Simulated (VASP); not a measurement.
Ge, 2 atoms in the cell. It takes space group I4_1/amd (No. 141, tetragonal). The conventional cell has a = 5.126 Å, b = 5.126 Å, c = 2.793 Å, α = 90.00°, β = 90.00°, γ = 90.00°. Ge (site symmetry -4m2) has 10 Ge at 2.66 to 3.31 Å within 3.5 Å. 

| Item | Value |
| --- | --- |
| Program | VASP 6.6.1 |
| Task | single point |
| Functional | PBEsol |
| Potentials or basis | VASP PAW PBE potentials, release 64 (Ge_d) |
| Cutoff | 520 eV |
| k mesh | 24 × 24 × 24 |
| Occupations | gaussian, width 0.15 eV |
| Spin | no spin polarisation |
| Dipole correction | no |
| Further INCAR settings | ALGO = Normal; EDIFF = 1e-06; NBANDS = 21 |

Potentials or basis: VASP PAW PBE potentials, release 64 (Ge_d).

The run is started by

```sh
$ cat potpaw_PBE.64/Ge_d/POTCAR > POTCAR
$ mpirun -np 1 vasp_std > vasp.out
```

Hardware: 1 thread of Intel(R) Xeon(R) 6975P-C (Granite Rapids), with other jobs on the host.

Question: Estimate the wall time of this run.

Answer: It took 6.8 min on 1 thread of Intel(R) Xeon(R) 6975P-C (Granite Rapids), with other jobs on the host, peak memory 0.68 GiB. Counts: scf iterations 10, k points 1063.
